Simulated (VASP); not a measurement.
# CdP (F-43m) in VASP: notebook, part 2 of 2

VASP 6.6.1.

## Step 5: Single point, PBE

This run uses another cell than the first one, of 25.77 Å³/atom.

Contents of INCAR:

```
SYSTEM = CdP
  PREC = Accurate
  ENCUT = 520
  EDIFF = 1E-6
  ISMEAR = 0
  SIGMA = 0.1
  LREAL = .False.
  LASPH = .True.
  NELM = 80
  ALGO = Normal
  ISIF = 2
  LWAVE = .False.
  LCHARG = .False.
  GGA = PE
  NBANDS = 16
```

Contents of KPOINTS:

```
regular mesh
0
Gamma
  16 16 16
  0 0 0
```

Contents of POSCAR:

```
CdP
1.0
    0.0000000000      2.9536821136      2.9536821136
    2.9536821136      0.0000000000      2.9536821136
    2.9536821136      2.9536821136      0.0000000000
Cd P
1 1
Direct
    0.0000000000      0.0000000000      0.0000000000
    0.2500000000      0.2500000000      0.2500000000
```

Potentials or basis: VASP PAW PBE potentials, release 64 (Cd, P).

Launch:

```sh
$ cat potpaw_PBE.64/Cd/POTCAR potpaw_PBE.64/P/POTCAR > POTCAR
$ mpirun -np 1 vasp_std > vasp.out
```

OUTCAR:

```text
SYSTEM = CdP
   PREC = Accurate
   ENCUT = 520
   EDIFF = 1E-6
   ISMEAR = 0
   LREAL = .False.
   LASPH = .True.
   NELM = 80
   ISIF = 2
   GGA = PE

 ion  position               nearest neighbor table
   1  0.000  0.000  0.000-   2 2.56   2 2.56   2 2.56   2 2.56
   2  0.250  0.250  0.250-   1 2.56   1 2.56   1 2.56   1 2.56

  LATTYP: Found a face centered cubic cell.
 ALAT       =     5.9073642272

  Lattice vectors:

 A1 = (   0.0000000000,   2.9536821136,   2.9536821136)
 A2 = (   2.9536821136,   0.0000000000,   2.9536821136)
 A3 = (   2.9536821136,   2.9536821136,   0.0000000000)

Analysis of symmetry for initial positions (statically):
=====================================================================
 Subroutine PRICEL returns:
 Original cell was already a primitive cell.

 Routine SETGRP: Setting up the symmetry group for a
 face centered cubic supercell.

 Subroutine GETGRP returns: Found 24 space group operations
 (whereof 24 operations were pure point group operations)
 out of a pool of 48 trial point group operations.

The static configuration has the point symmetry T_d .

Analysis of symmetry for dynamics (positions and initial velocities):
=====================================================================
 Subroutine PRICEL returns:
 Original cell was already a primitive cell.

 Routine SETGRP: Setting up the symmetry group for a
 face centered cubic supercell.

 Subroutine GETGRP returns: Found 24 space group operations
 (whereof 24 operations were pure point group operations)
 out of a pool of 48 trial point group operations.

The dynamic configuration has the point symmetry T_d .

 Subroutine INISYM returns: Found 24 space group operations
 (whereof 24 operations are pure point group operations),
 and found     1 'primitive' translations

----------------------------------------------------------------------------------------

                                     Primitive cell

  volume of cell :      51.5373
[... 108 lines left out ...]
     AMIX     =   0.40;   BMIX     =  1.00
     AMIX_MAG =   1.60;   BMIX_MAG =  1.00
  volume/ion in A,a.u.               =      25.77       173.90
  Fermi-wavevector in a.u.,A,eV,Ry     =   1.131143  2.137550 17.408433  1.279484
  Thomas-Fermi vector in A             =   2.267841
   LORBIT       =      0    0 simple, 1 ext, 2 COOP (PROOUT), +10 PAW based schemes
   GGA     = PE    functional components
   LHFCALC =     F    Hartree Fock is set to
   AEXX    =    0.0000 exact exchange contribution
   IVDW    =     0    specifies the selected vdW correction
   LEPSILON=     F    determine dielectric tensor
   LRPA    =     F    only Hartree local field effects (RPA)
 non-spin polarized calculation
 Gauss-broadening in eV      SIGMA  =   0.10
  energy-cutoff  :      520.00
  volume of cell :       51.54
 maximum number of plane-waves:      1411
   NGX = 15   NGY = 15   NGZ = 15

 number of electron      17.0000004 magnetization

 Free energy of the ion-electron system (eV)
  ---------------------------------------------------
  ext. energy  EPLUGINS =         0.00000000
  ---------------------------------------------------
  free energy    TOTEN  =        -5.54234073 eV

  energy without entropy =       -5.53370963  energy(sigma->0) =       -5.53802518

 E-fermi :   1.4542     XC(G=0):  -9.1447

 val. band max:        1.4484893854   @ k =  -0.3750   0.0625   0.0000
 cond. band min:       1.4580760800   @ k =   0.3125   0.1250   0.0625
 fundamental gap:      0.0095866946
 Fermi energy:         1.4542385444

 k-point     1 :       0.0000    0.0000    0.0000
  band No.  band energies     occupation
      1      -8.9659      2.00000
      2      -6.6282      2.00000
      3      -6.6282      2.00000
      4      -6.6282      2.00000
      5      -6.2432      2.00000
      6      -6.2432      2.00000
[... 433 lines left out ...]
      3      -6.6110      2.00000
      4      -6.5890      2.00000
      5      -6.2475      2.00000
      6      -6.2404      2.00000
[... 8 lines left out ...]
     15      11.9288      0.00000
     16      12.5707      0.00000

 [... further k-points ...]

------------------------ aborting loop because EDIFF is reached ----------------------------------------

  FORCE on cell =-STRESS in cart. coord.  units (eV):
  Direction    XX          YY          ZZ          XY          YZ          ZX
  --------------------------------------------------------------------------------------
  -------------------------------------------------------------------------------------
  Total        0.0899925      0.0899925      0.0899925      0.0000000     -0.0000000      0.0000000
  in kB        2.7976632      2.7976632      2.7976632      0.0000000     -0.0000000      0.0000000
  external PRESSURE =       2.7976632 kB  Pullay stress =       0.0000000 kB

 VOLUME and BASIS-vectors are now :
 -----------------------------------------------------------------------------
  energy-cutoff  :      520.00
  volume of cell :       51.54
      direct lattice vectors                 reciprocal lattice vectors
     0.000000000  2.953682114  2.953682114    -0.169280234  0.169280234  0.169280234
     2.953682114  0.000000000  2.953682114     0.169280234 -0.169280234  0.169280234
     2.953682114  2.953682114  0.000000000     0.169280234  0.169280234 -0.169280234

 POSITION                                       TOTAL-FORCE (eV/Angst)
 -----------------------------------------------------------------------------------
      0.00000      0.00000      0.00000         0.000000     -0.000000      0.000000
      1.47684      1.47684      1.47684        -0.000000      0.000000     -0.000000
 -----------------------------------------------------------------------------------
    total drift:                               -0.000000     -0.000000     -0.000000

  FREE ENERGIE OF THE ION-ELECTRON SYSTEM (eV)
  ---------------------------------------------------
  free  energy   TOTEN  =        -5.5423407320 eV

  energy  without entropy=       -5.5337096276  energy(sigma->0) =       -5.53802518
```

OSZICAR:

```text
N       E                     dE             d eps       ncg     rms          rms(c)
DAV:   1     0.925428742073E+02    0.92543E+02   -0.80077E+03  4736   0.929E+02
DAV:   2    -0.284936807547E+01   -0.95392E+02   -0.89437E+02  5608   0.234E+02
DAV:   3    -0.586175815735E+01   -0.30124E+01   -0.30020E+01  5704   0.427E+01
DAV:   4    -0.587653373255E+01   -0.14776E-01   -0.14774E-01  5784   0.298E+00
DAV:   5    -0.587669842220E+01   -0.16469E-03   -0.16469E-03  5744   0.303E-01    0.573E+00
DAV:   6    -0.555282494768E+01    0.32387E+00   -0.66643E-01  6312   0.109E+01    0.489E+00
DAV:   7    -0.554337228775E+01    0.94527E-02   -0.10541E-01  5752   0.224E+00    0.234E+00
DAV:   8    -0.554227728688E+01    0.10950E-02   -0.81618E-03  5184   0.102E+00    0.299E-01
DAV:   9    -0.554230215323E+01   -0.24866E-04   -0.81059E-04  5632   0.366E-01    0.595E-02
DAV:  10    -0.554231596726E+01   -0.13814E-04   -0.77219E-05  5856   0.994E-02    0.429E-02
DAV:  11    -0.554234271547E+01   -0.26748E-04   -0.57686E-05  5664   0.578E-02    0.213E-02
DAV:  12    -0.554234065921E+01    0.20563E-05   -0.61722E-06  5376   0.245E-02    0.789E-03
DAV:  13    -0.554234073198E+01   -0.72774E-07   -0.73771E-07  4200   0.456E-03
   1 F= -.55423407E+01 E0= -.55380252E+01  d E =-.863110E-02
```

It took 71 s on 1 thread of Intel Xeon 6975P-C (Granite Rapids), shared host; peak memory 0.26 GiB.

What came out:

| Property | Result |
| --- | --- |
| Free energy | -5.5423 eV |
| Pressure | 0.3 GPa |
| Band gap on the k mesh | zero (an odd number of electrons rules out a gap without spin polarisation) |

## Step 6: Summary

```tsv
task	cell	k mesh	cutoff (eV)	gap on the mesh (eV)	pressure (GPa)
single point	a = 4.019 Å, angles 60.0°, 2 atoms	6 × 6 × 6	520	none	8.3
single point	a = 4.175 Å, angles 60.0°, 2 atoms	6 × 6 × 6	520	none	0.5
relaxation of cell and atoms	relaxed from a = 4.019 Å, angles 60.0°, 2 atoms	6 × 6 × 6	600	none	0.0
single point	a = 4.177 Å, angles 60.0°, 2 atoms	16 × 16 × 16	520	none	0.3
```

Alike in all rows: level PBE; potentials or basis VASP PAW PBE potentials, release 64 (Cd, P); no spin polarisation; smearing gaussian 0.1 eV.

Caveats: the cell stands under pressure (at least some runs).

Absolute energies hang on the potentials; compare differences alone.

The gap in the log of VASP goes by the Fermi energy; the results here count the filled bands.